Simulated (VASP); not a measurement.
A run of VASP 6.6.1 is set up as follows.

Contents of INCAR:

```
PREC = Accurate
ENCUT = 520
EDIFF = 1E-7
ISMEAR = -1
SIGMA = 0.05
LREAL = F
LASPH = T
NELM = 100
ALGO = Normal
ISIF = 2
LWAVE = F
LCHARG = F
GGA = PE
NBANDS = 12
```

KPOINTS

```
Automatic mesh
0
Gamma
  8 8 8
```

POSCAR

```
Sb
1.0
    0.0000000000      3.2710663102      3.2710663102
    3.2710663102      0.0000000000      3.2710663102
    3.2710663102      3.2710663102      0.0000000000
Sb
2
Direct
   -0.1250000000     -0.1250000000     -0.1250000000
    0.1250000000      0.1250000000      0.1250000000
```

Potentials or basis: VASP PAW PBE potentials, release 64 (Sb).

The run is started by

```bash
$ cat potpaw_PBE.64/Sb/POTCAR > POTCAR
$ mpirun -np 1 vasp_std > vasp.out
```

(1) Predict the pressure.

(2) Predict the band gap on the k mesh.

Answers

(1) 9.4 GPa.

(2) zero (band 5 reaches 6.97 eV, above the bottom of band 6 at 5.10 eV).

Caveat: spin-orbit coupling is left out, which moves the levels of the heavy elements.
